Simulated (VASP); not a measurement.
Write the native input for VASP 6.6.1 that does the following.

```yaml
Task: single point
Functional: PBEsol
Potentials_or_basis: VASP PAW PBE potentials, release 64 (Cl, Na_pv)
Cutoff: 520 eV
k_mesh: 8 × 8 × 8
Occupations: fermi-dirac, width 0.05 eV
Spin: no spin polarisation
Dipole_correction: no
Further_INCAR_settings: ALGO = Normal; EDIFF = 1e-07; NBANDS = 14
```

The structure of NaCl lies in POSCAR:

```
NaCl
1.0
    0.0000000000      2.7753105505      2.7753105505
    2.7753105505      0.0000000000      2.7753105505
    2.7753105505      2.7753105505      0.0000000000
Cl Na
1 1
Direct
    0.5000000000      0.5000000000      0.5000000000
    0.0000000000      0.0000000000      0.0000000000
```

One way to write it, as run:

INCAR

```
PREC     = Accurate       # precision mode
ENCUT    = 520            # plane-wave cutoff, eV
EDIFF    = 1E-7           # SCF threshold, eV
ISMEAR   = -1             # smearing method
SIGMA    = 0.05           # smearing width, eV
LREAL    = F              # projectors in reciprocal space
LASPH    = T              # aspherical terms in the spheres
NELM     = 100            # most SCF steps
ALGO     = Normal         # electronic algorithm
ISIF     = 2              # what is computed and relaxed
LWAVE    = F              # write WAVECAR
LCHARG   = F              # write CHGCAR
GGA      = PS             # functional
NBANDS   = 14             # bands
```

KPOINTS

```
regular mesh
0
Gamma
  8 8 8
```

Potentials or basis: VASP PAW PBE potentials, release 64 (Cl, Na_pv).

The run is started by

```bash
$ cat potpaw_PBE.64/Cl/POTCAR potpaw_PBE.64/Na_pv/POTCAR > POTCAR
$ mpirun -np 1 vasp_std > vasp.out
```

It gave:

```
Pressure               : 0.8 GPa
Band gap on the k mesh : 5.11 eV, direct
```

Caveat: the PAW data sets were made with another functional, which shifts forces and pressure a little.

Run time: 18 s on 1 thread of AMD EPYC 7R43 64-Core Processor (Zen 3) (shared host), peak memory 0.13 GiB.
